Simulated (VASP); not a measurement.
A run of VASP 6.6.1:

The input INCAR:

```
SYSTEM = SnAu2O3
ALGO = Normal ; EDIFF = 1E-6
ENCUT = 700 ; GGA = PS
GGA_COMPAT = .FALSE. ; ISIF = 2
ISMEAR = -1 ; LASPH = .TRUE.
LCHARG = .FALSE. ; LREAL = .FALSE.
LWAVE = .FALSE. ; NBANDS = 44
NELM = 120 ; PREC = Accurate
SIGMA = 0.03
```

File KPOINTS:

```
k-points
0
G
  6 6 4
  0 0 0
```

POSCAR

```
SnAu2O3
1.0
    3.3548074458      0.0000000000      0.0000000000
   -1.6774037229      2.9053484728      0.0000000000
    0.0000000000      0.0000000000      8.3126987681
Sn Au O
1 2 3
Direct
    0.3333333333      0.6666666667      0.5812202454
    0.0000000000      0.0000000000      0.9870677436
    0.6666666667      0.3333333333      0.2099527028
    0.0000000000      0.0000000000      0.4445665949
    0.6666666667      0.3333333333      0.6612241340
    0.3333333333      0.6666666667      0.8659685793
```

Potentials or basis: VASP PAW PBE potentials, release 64 (Sn_d, Au_sv_GW, O).

Launch:

```sh
$ cat potpaw_PBE.64/Sn_d/POTCAR potpaw_PBE.64/Au_sv_GW/POTCAR potpaw_PBE.64/O/POTCAR > POTCAR
$ mpirun -np 1 vasp_std > vasp.out
```

Hardware: 1 thread of Intel(R) Xeon(R) Platinum 8488C (Sapphire Rapids), on a shared host.

How long does it take, and how much memory?

Wall time 3.4 min on 1 thread of Intel(R) Xeon(R) Platinum 8488C (Sapphire Rapids), with other jobs on the host, peak memory 0.32 GiB. Counts: scf iterations 19, k points 24.
